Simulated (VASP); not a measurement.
# NaI (Imm2) in VASP: a series of runs

Runs on NaI. Level: r2SCAN. Tasks: single point.

All numbers are computed with VASP 6.6.1; they aren't measurements. Logs are shortened: lines on timing, memory, paths and dates and some standing lists are left out, and cuts for length are marked.

## 1. The cell of the first run

It takes space group Imm2 (No. 44, orthorhombic). The conventional cell has a = 4.577 Å, b = 6.473 Å, c = 4.577 Å, α = 90.00°, β = 90.00°, γ = 90.00°. Within 4.1 Å of Na (site symmetry mm2) lie 6 I at 3.09 to 3.39 Å. I (site symmetry mm2) has 6 Na at 3.09 to 3.39 Å within 4.1 Å.

## 2. Single point, r2SCAN (atom 1 (Na) moved by (-0.150, -0.150) A along x and y)

POSCAR

```
NaI
1.0
    0.0000000000      3.2364000000      3.2364000000
    3.2364000000      0.0000000000      3.2364000000
    3.2364000000      3.2364000000      0.0000000000
Na I
1 1
Direct
    0.0000000000      0.0000000000     -0.0463477938
    0.5000000000      0.5000000000      0.5000000000
```

INCAR.step1

```
SYSTEM = NaI
PREC = Accurate
ENCUT = 520
ISMEAR = 0
SIGMA = 0.05
LREAL = .FALSE.
LASPH = .TRUE.
NELM = 100
NBANDS = 14
GGA = PE
ALGO = Normal
EDIFF = 1E-4
LWAVE = .TRUE.
LCHARG = .FALSE.
```

INCAR.step2

```
SYSTEM = NaI
PREC = Accurate
ENCUT = 520
EDIFF = 1E-6
ISMEAR = 0
SIGMA = 0.05
LREAL = .FALSE.
LASPH = .TRUE.
NELM = 100
ALGO = Normal
ISIF = 2
LWAVE = .FALSE.
LCHARG = .FALSE.
METAGGA = R2SCAN
LMIXTAU = .TRUE.
NBANDS = 14
ISTART = 1
```

KPOINTS

```
Automatic mesh
0
G
  6 6 6
  0 0 0
```

Potentials or basis: VASP PAW PBE potentials, release 64 (Na_pv, I).

The run is started by

```bash
$ cat potpaw_PBE.64/Na_pv/POTCAR potpaw_PBE.64/I/POTCAR > POTCAR
$ cp INCAR.step1 INCAR
$ mpirun -np 1 vasp_std > vasp.out
$ cp INCAR.step2 INCAR
$ mpirun -np 1 vasp_std > vasp.out
```

OUTCAR:

```text
SYSTEM = NaI
   PREC = Accurate
   ENCUT = 520
   EDIFF = 1E-6
   ISMEAR = 0
   LREAL = .FALSE.
   LASPH = .TRUE.
   NELM = 100
   ISIF = 2
   METAGGA = R2SCAN
   ISTART = 1

 ion  position               nearest neighbor table
   1  0.000  0.000  0.954-   2 3.09   2 3.09
   2  0.500  0.500  0.500-   1 3.09   1 3.09

  LATTYP: Found a face centered cubic cell.
 ALAT       =     6.4728000000

  Lattice vectors:

 A1 = (   0.0000000000,   3.2364000000,   3.2364000000)
 A2 = (   3.2364000000,   0.0000000000,   3.2364000000)
 A3 = (   3.2364000000,   3.2364000000,   0.0000000000)

Analysis of symmetry for initial positions (statically):
=====================================================================
 Subroutine PRICEL returns:
 Original cell was already a primitive cell.

 Routine SETGRP: Setting up the symmetry group for a
 face centered cubic supercell.

 Subroutine GETGRP returns: Found  4 space group operations
 (whereof  4 operations were pure point group operations)
 out of a pool of 48 trial point group operations.

The static configuration has the point symmetry C_2v.

Analysis of symmetry for dynamics (positions and initial velocities):
=====================================================================
 Subroutine PRICEL returns:
 Original cell was already a primitive cell.

 Routine SETGRP: Setting up the symmetry group for a
 face centered cubic supercell.

 Subroutine GETGRP returns: Found  4 space group operations
 (whereof  4 operations were pure point group operations)
 out of a pool of 48 trial point group operations.

The dynamic configuration has the point symmetry C_2v.

 Subroutine INISYM returns: Found  4 space group operations
 (whereof  4 operations are pure point group operations),
 and found     1 'primitive' translations

----------------------------------------------------------------------------------------

                                     Primitive cell

  volume of cell :      67.7980

  direct lattice vectors                    reciprocal lattice vectors
     0.000000000  3.236400000  3.236400000    -0.154492646  0.154492646  0.154492646
     3.236400000  0.000000000  3.236400000     0.154492646 -0.154492646  0.154492646
     3.236400000  3.236400000  0.000000000     0.154492646  0.154492646 -0.154492646

  length of vectors
     4.576960773  4.576960773  4.576960773     0.267589113  0.267589113  0.267589113

  position of ions in fractional coordinates (direct lattice)
     0.000000000  0.000000000  0.953652206
     0.500000000  0.500000000  0.500000000

  ion indices of the primitive-cell ions
   primitive index   ion index
                 1           1
                 2           2

----------------------------------------------------------------------------------------

 KPOINTS: Automatic mesh

Automatic generation of k-mesh.
 Grid dimensions read from file:
 generate k-points for:    6    6    6

 Generating k-lattice:

  Cartesian coordinates                     Fractional coordinates (reciprocal lattice)
    -0.025748774  0.025748774  0.025748774     0.166666667  0.000000000  0.000000000
     0.025748774 -0.025748774  0.025748774     0.000000000  0.166666667  0.000000000
     0.025748774  0.025748774 -0.025748774     0.000000000  0.000000000  0.166666667

  Length of vectors
     0.044598185  0.044598185  0.044598185

  Shift w.r.t. Gamma in fractional coordinates (k-lattice)
     0.000000000  0.000000000  0.000000000

 Subroutine IBZKPT returns following result:
 ===========================================

 Found     46 irreducible k-points:

 Following reciprocal coordinates:
            Coordinates               Weight
  0.000000  0.000000  0.000000      1.000000
  0.166667  0.000000  0.000000      4.000000
  0.000000  0.000000  0.166667      4.000000
  0.333333  0.000000  0.000000      4.000000
  0.000000  0.000000  0.333333      4.000000
  0.500000  0.000000  0.000000      2.000000
[... 16 lines left out ...]
  0.000000 -0.166667  0.166667      8.000000
  0.166667  0.166667  0.333333      2.000000
 [... further k-points ...]
   k-points           NKPTS =     46   k-points in BZ     NKDIM =     46   number of bands    NBANDS=     14
   number of dos      NEDOS =    301   number of ions     NIONS =      2
   total plane-waves  NPLWV =  46656
   dimension x,y,z NGX =    36 NGY =   36 NGZ =   36
   dimension x,y,z NGXF=    72 NGYF=   72 NGZF=   72
   ions per type =               1   1
   NGX,Y,Z   is equivalent  to a cutoff of  13.08, 13.08, 13.08 a.u.
   NGXF,Y,Z  is equivalent  to a cutoff of  26.15, 26.15, 26.15 a.u.
 SYSTEM =  NaI
   PREC   = accura    normal or accurate (medium, high low for compatibility)
   ISTART =      1    job   : 0-new  1-cont  2-samecut
   ICHARG =      0    charge: 1-file 2-atom 10-const
   ISPIN  =      1    spin polarized calculation?
   LNONCOLLINEAR =      F non collinear calculations
   LSORBIT =      F    spin-orbit coupling
   LASPH  =      T    aspherical Exc in radial PAW
   ENCUT  =  520.0 eV  38.22 Ry    6.18 a.u.   8.51  8.51  8.51*2*pi/ulx,y,z
   NELM   =    100;   NELMIN=  2; NELMDL=  0     # of ELM steps
   EDIFF  = 0.1E-05   stopping-criterion for ELM
   LREAL  =      F    real-space projection
   EDIFFG = 0.1E-04   stopping-criterion for IOM
   NSW    =      0    number of steps for IOM
   IBRION =     -1    ionic relax: 0-MD 1-quasi-New 2-CG
   NFREE  =      0    steps in history (QN), initial steepest desc. (CG)
   ISIF   =      2    stress and relaxation
   ISYM   =      2    0-nonsym 1-usesym 2-fastsym
   POTIM  = 0.5000    time-step for ionic-motion
   TEBEG  =    0.0;   TEEND  =   0.0 temperature during run
   PSTRESS=    0.0 pullay stress
   NELECT =      14.0000    total number of electrons
   NUPDOWN=      -1.0000    fix difference up-down
   EMIN   =  10.00;   EMAX   =-10.00  energy-range for DOS
   EFERMI =   0.00;   METHOD = LEGACY
   ISMEAR =     0;   SIGMA  =   0.05  broadening in eV -4-tet -1-fermi 0-gaus
   EFERMI_NEDOS =   21; number of points for ismear=-14 and -15
   IALGO  =     38    algorithm
   IMIX   =      4    mixing-type and parameters
     AMIX     =   0.40;   BMIX     =  1.00
     AMIX_MAG =   1.60;   BMIX_MAG =  1.00
  volume/ion in A,a.u.               =      33.90       228.76
  Fermi-wavevector in a.u.,A,eV,Ry     =   0.967636  1.828567 12.739397  0.936319
  Thomas-Fermi vector in A             =   2.097538
   LORBIT       =      0    0 simple, 1 ext, 2 COOP (PROOUT), +10 PAW based schemes
   METAGGA = R2SCAN    functional components
   LHFCALC =     F    Hartree Fock is set to
   AEXX    =    0.0000 exact exchange contribution
   IVDW    =     0    specifies the selected vdW correction
   LEPSILON=     F    determine dielectric tensor
   LRPA    =     F    only Hartree local field effects (RPA)
 non-spin polarized calculation
 Gauss-broadening in eV      SIGMA  =   0.05
  energy-cutoff  :      520.00
  volume of cell :       67.80
 maximum number of plane-waves:      1853
 NGX is ok and might be reduce to    36
   NGX = 17   NGY = 17   NGZ = 17

 number of electron      13.9999999 magnetization

 Free energy of the ion-electron system (eV)
  ---------------------------------------------------
  ext. energy  EPLUGINS =         0.00000000
  ---------------------------------------------------
  free energy    TOTEN  =       -31.06417172 eV

  energy without entropy =      -31.06417172  energy(sigma->0) =      -31.06417172

 E-fermi :   0.7884     XC(G=0):  -8.0630

 val. band max:        0.4768355096   @ k =   0.0000   0.0000   0.0000
 cond. band min:       4.9191808626   @ k =   0.0000   0.0000   0.0000
 fundamental gap:      4.4423453530
 Fermi energy:         0.7883647603

 k-point     1 :       0.0000    0.0000    0.0000
  band No.  band energies     occupation
      1     -22.7613      2.00000
      2     -22.7600      2.00000
      3     -22.7595      2.00000
      4     -10.8711      2.00000
      5       0.4590      2.00000
      6       0.4763      2.00000
      7       0.4768      2.00000
      8       4.9192      0.00000
      9       8.9486      0.00000
     10       8.9545      0.00000
     11       8.9766      0.00000
     12      10.8263      0.00000
     13      10.8518      0.00000
     14      11.5683      0.00000

 k-point     2 :       0.1667    0.0000    0.0000
  band No.  band energies     occupation
      1     -22.7615      2.00000
      2     -22.7610      2.00000
      3     -22.7597      2.00000
      4     -10.7928      2.00000
      5      -0.2404      2.00000
      6       0.3923      2.00000
      7       0.3995      2.00000
      8       5.6962      0.00000
      9       8.4818      0.00000
     10       9.1747      0.00000
     11       9.1967      0.00000
     12      10.3611      0.00000
     13      10.4068      0.00000
     14      12.1672      0.00000

 k-point     3 :       0.0000    0.0000    0.1667
  band No.  band energies     occupation
      1     -22.7623      2.00000
      2     -22.7600      2.00000
      3     -22.7599      2.00000
      4     -10.7930      2.00000
      5      -0.2301      2.00000
      6       0.3806      2.00000
      7       0.3983      2.00000
      8       5.6997      0.00000
      9       8.4965      0.00000
     10       9.1683      0.00000
     11       9.1761      0.00000
     12      10.3785      0.00000
     13      10.3841      0.00000
     14      12.1972      0.00000
[... 324 lines left out ...]
 k-point    23 :       0.0000   -0.1667    0.1667
  band No.  band energies     occupation
      1     -22.7628      2.00000
      2     -22.7613      2.00000
      3     -22.7599      2.00000
      4     -10.6861      2.00000
      5      -0.7680      2.00000
      6      -0.0085      2.00000
      7       0.3484      2.00000
      8       6.6047      0.00000
      9       8.1375      0.00000
     10       8.7805      0.00000
     11       9.4222      0.00000
     12       9.7140      0.00000
     13      11.7988      0.00000
     14      13.3355      0.00000

 k-point    24 :       0.1667    0.1667    0.3333
  band No.  band energies     occupation
      1     -22.7637      2.00000
      2     -22.7603      2.00000
      3     -22.7600      2.00000
      4     -10.6863      2.00000
      5      -0.7629      2.00000
      6      -0.0030      2.00000
      7       0.3343      2.00000
      8       6.6030      0.00000
      9       8.1563      0.00000
     10       8.7775      0.00000
     11       9.4165      0.00000
     12       9.7061      0.00000
     13      11.8027      0.00000
     14      13.3659      0.00000

 [... further k-points ...]
[... 5 lines left out ...]
  --------------------------------------------------------------------------------------
  -------------------------------------------------------------------------------------
  Total        0.0943796      0.0943796     -0.0849699     -0.0288015      0.0000000      0.0000000
  in kB        2.2303463      2.2303463     -2.0079791     -0.6806261      0.0000000      0.0000000
  external PRESSURE =       0.8175712 kB  Pullay stress =       0.0000000 kB

 VOLUME and BASIS-vectors are now :
 -----------------------------------------------------------------------------
  energy-cutoff  :      520.00
  volume of cell :       67.80
      direct lattice vectors                 reciprocal lattice vectors
     0.000000000  3.236400000  3.236400000    -0.154492646  0.154492646  0.154492646
     3.236400000  0.000000000  3.236400000     0.154492646 -0.154492646  0.154492646
     3.236400000  3.236400000  0.000000000     0.154492646  0.154492646 -0.154492646

 POSITION                                       TOTAL-FORCE (eV/Angst)
 -----------------------------------------------------------------------------------
      3.08640      3.08640      0.00000         0.145669      0.145669      0.000000
      3.23640      3.23640      3.23640        -0.145669     -0.145669     -0.000000
 -----------------------------------------------------------------------------------
    total drift:                               -0.002086     -0.002086     -0.000035

  FREE ENERGIE OF THE ION-ELECTRON SYSTEM (eV)
  ---------------------------------------------------
  free  energy   TOTEN  =       -31.0641717213 eV

  energy  without entropy=      -31.0641717213  energy(sigma->0) =      -31.06417172
```

Run time: 61 s. Hardware: 1 thread of Intel Xeon 6975P-C (Granite Rapids), shared host; peak memory 0.23 GiB.

Results:

| Item | Value |
| --- | --- |
| Free energy | -31.0642 eV |
| Pressure | 0.1 GPa |
| Largest force | 0.206 eV/Å |
| Band gap on the k mesh | 4.44 eV, direct |

Forces on the atoms (eV/Å):
```
Na   0.146  0.146  0.000
I   -0.146 -0.146  0.000
```

Caveat: the cell differs from its parent crystal (atom 1 (Na) moved by (-0.150, -0.150) A along x and y); the PAW data sets were made with another functional, which shifts forces and pressure a little; spin-orbit coupling is left out, which moves the levels of the heavy elements.

## 3. Single point, r2SCAN (atom 1 (Na) moved by (-0.300, -0.300) A along x and y)

POSCAR: that of step 2 with these lines changed.

```diff
@@ -8,3 +8,3 @@
 Direct
-    0.0000000000      0.0000000000     -0.0463477938
+    0.0000000000      0.0000000000     -0.0926955877
     0.5000000000      0.5000000000      0.5000000000
```

INCAR.step1

```
PREC = Accurate
ENCUT = 520
ISMEAR = 0
SIGMA = 0.05
LREAL = F
LASPH = T
NELM = 100
NBANDS = 14
GGA = PE
ALGO = Normal
EDIFF = 1E-4
LWAVE = T
LCHARG = F
```

INCAR.step2

```
PREC = Accurate
ENCUT = 520
EDIFF = 1E-7
ISMEAR = 0
SIGMA = 0.05
LREAL = F
LASPH = T
NELM = 100
ALGO = Normal
ISIF = 2
LWAVE = F
LCHARG = F
METAGGA = R2SCAN
LMIXTAU = T
NBANDS = 14
ISTART = 1
```

KPOINTS

```
regular mesh
0
Gamma
  6 6 6
```

Potentials or basis: VASP PAW PBE potentials, release 64 (Na_pv, I).

The run is started by

```bash
$ cat potpaw_PBE.64/Na_pv/POTCAR potpaw_PBE.64/I/POTCAR > POTCAR
$ cp INCAR.step1 INCAR
$ mpirun -np 1 vasp_std > vasp.out
$ cp INCAR.step2 INCAR
$ mpirun -np 1 vasp_std > vasp.out
```

It took 78 s on 1 thread of Intel Xeon 6975P-C (Granite Rapids), shared host; peak memory 0.23 GiB.

It converged, with:

```
Free energy            : -30.9947 eV
Pressure               : 0.8 GPa
Largest force          : 0.468 eV/Å
Band gap on the k mesh : 4.45 eV, direct
```

Forces in eV/Å, atoms in the order of the input:
```
Na   0.331  0.331  0.000
I   -0.331 -0.331  0.000
```

Stress tensor (GPa, compression positive):
```
 1.38 -0.40  0.00
-0.40  1.38  0.00
 0.00  0.00 -0.34
```

Levels at points of the mesh, in eV from the valence-band top:
| k point | band 3 | band 4 | band 5 | band 6 | band 7 | band 8 | band 9 | band 10 | band 11 | band 12 |
| --- | --- | --- | --- | --- | --- | --- | --- | --- | --- | --- |
| (0.00, 0.00, 0.00) | -23.20 | -11.36 | -0.07 | 0.00 | 0.00 | 4.45 | 8.46 | 8.49 | 8.57 | 10.42 |
| (0.50, 0.00, 0.00) | -23.20 | -11.02 | -2.19 | -0.31 | -0.27 | 5.68 | 8.11 | 8.14 | 9.71 | 11.02 |
| (0.00, 0.00, 0.50) | -23.20 | -11.03 | -2.16 | -0.35 | -0.29 | 5.73 | 8.08 | 8.12 | 9.67 | 11.10 |
| (0.50, 0.50, 0.00) | -23.20 | -10.94 | -1.93 | -0.81 | -0.75 | 5.25 | 6.03 | 10.74 | 12.04 | 12.51 |
| (0.00, 0.50, 0.50) | -23.20 | -10.94 | -1.94 | -0.77 | -0.76 | 5.25 | 6.03 | 10.69 | 12.15 | 12.33 |

Caveat: the cell differs from its parent crystal (atom 1 (Na) moved by (-0.300, -0.300) A along x and y); the PAW data sets were made with another functional, which shifts forces and pressure a little; spin-orbit coupling is left out, which moves the levels of the heavy elements.
